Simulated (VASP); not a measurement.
The system is Zr2C.

```
Zr C
1.0
     1.60370    0.92590    5.01443
    -1.60370    0.92590    5.01443
     0.00000   -1.85179    5.01443
Zr C
2 1
Direct
  0.24582 0.24582 0.24582
  0.75418 0.75418 0.75418
  0.50000 0.50000 0.50000
```

```yaml
Program: VASP 6.6.1
Task: relaxation of cell and atoms
Functional: PBEsol
Potentials_or_basis: VASP PAW PBE potentials, release 64 (Zr_sv, C)
Cutoff: 600 eV
k_mesh: 6 × 6 × 6
Occupations: gaussian, width 0.1 eV
Spin: no spin polarisation
```

At the start: pressure 24.4 GPa; volume 14.89 Å³/atom.

Problem. How do energy, volume and symmetry change on relaxing?

Solution. Over 7 steps the energy falls by 132.1 meV/atom and the volume is 16.79 Å³/atom (+12.8 %); space group R-3m (No. 166, to 0.1 Å) before and after.

The path:
```
step  energy change (eV)  largest force (eV/Å)  pressure (GPa)  volume (Å³)
   1              0.0000                1.3979           24.35        44.67
   2              0.8334                2.5184          -24.53        60.95
   3             -0.3652                0.6282           -0.91        49.80
   4             -0.3671                0.5313            0.31        49.47
   5             -0.3671                0.5012            0.68        49.37
   6             -0.3899                0.2295            0.21        49.90
   7             -0.3963                0.0083           -0.10        50.38
```

Final structure:
```xyz
3
Lattice="1.6505 0.9529 5.3388 -1.6505 0.9529 5.3388 0.0000 -1.9058 5.3388" Properties=species:S:1:pos:R:3 pbc="T T T"
Zr    0.0000    0.0000    3.9250
Zr    0.0000    0.0000   12.0914
C     0.0000    0.0000    8.0082
```

Caveat: the k points lie up to 0.37 Å⁻¹ apart in the final cell, too coarse for converged energies and pressures of a metal; the PAW data sets were made with another functional, which shifts forces and pressure a little.
